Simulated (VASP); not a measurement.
# Rh: single point with r2SCAN

The system is Rh.

```
Rh
1.0
     0.00000    1.89995    1.89995
     1.89995    0.00000    1.89995
     1.89995    1.89995    0.00000
Rh
1
Direct
  0.00000 0.00000 0.00000
```

```yaml
Program: VASP 6.6.1
Task: single point
Functional: r2SCAN
Potentials_or_basis: VASP PAW PBE potentials, release 64 (Rh_pv)
Cutoff: 520 eV
k_mesh: 18 × 18 × 18
Occupations: gaussian, width 0.1 eV
Spin: no spin polarisation
Dipole_correction: no
Further_INCAR_settings: ALGO = Normal; EDIFF = 1e-06; NBANDS = 14
```

The pressure is 1.2 GPa.

Levels at points of the mesh, in eV from the Fermi level:
```
           k point  band 3  band 4  band 5  band 6  band 7  band 8  band 9  band 10  band 11  band 12
(0.00, 0.00, 0.00)  -47.80   -8.20   -3.19   -3.19   -3.19   -1.08   -1.08    16.71    17.37    22.47
(0.50, 0.00, 0.00)  -47.91   -6.36   -3.31   -3.31    0.58    0.58    0.89     9.10    16.27    17.37
(0.50, 0.50, 0.00)  -48.09   -6.58   -6.20    0.51    1.04    1.04    3.48    12.90    14.01    14.01
```

It took 66 s on 1 thread of AMD EPYC 9R45 96-Core Processor (Zen 5), with other jobs on the host, peak memory 0.12 GiB.

Caveat: the PAW data sets were made with another functional, which shifts forces and pressure a little.
